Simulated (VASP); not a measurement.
Input of a VASP 6.6.1 run:

Contents of INCAR:

```
SYSTEM = HfMoC2
ALGO = Normal
EDIFF = 1E-7
ENCUT = 520
GGA = PE
ISIF = 2
ISMEAR = -1
LASPH = .TRUE.
LCHARG = .FALSE.
LREAL = .FALSE.
LWAVE = .FALSE.
NBANDS = 24
NELM = 60
PREC = Accurate
SIGMA = 0.1
```

Contents of KPOINTS:

```
k-points
0
G
  7 7 5
  0 0 0
```

Contents of POSCAR:

```
HfMoC2
1.0
    3.3142890208      0.0000000000      0.0000000000
    0.0000000000      3.3142890208      0.0000000000
    0.0000000000      0.0000000000      4.6578375232
Hf Mo C
1 1 2
Direct
    0.0000000000      0.0000000000      0.0000000000
    0.5000000000      0.5000000000      0.5000000000
    0.0000000000      0.0000000000      0.5000000000
    0.5000000000      0.5000000000      0.0000000000
```

Potentials or basis: VASP PAW PBE potentials, release 64 (Hf_pv, Mo_sv, C).

Run with:

```bash
$ cat potpaw_PBE.64/Hf_pv/POTCAR potpaw_PBE.64/Mo_sv/POTCAR potpaw_PBE.64/C/POTCAR > POTCAR
$ mpirun -np 1 vasp_std > vasp.out
```

(1) Estimate the pressure.

(2) Estimate the band gap on the k mesh.

## Answers

(1) -25.6 GPa.

(2) zero (band 16 reaches 8.68 eV, above the bottom of band 17 at 7.07 eV).

Caveat: spin-orbit coupling is left out, which moves the levels of the heavy elements.
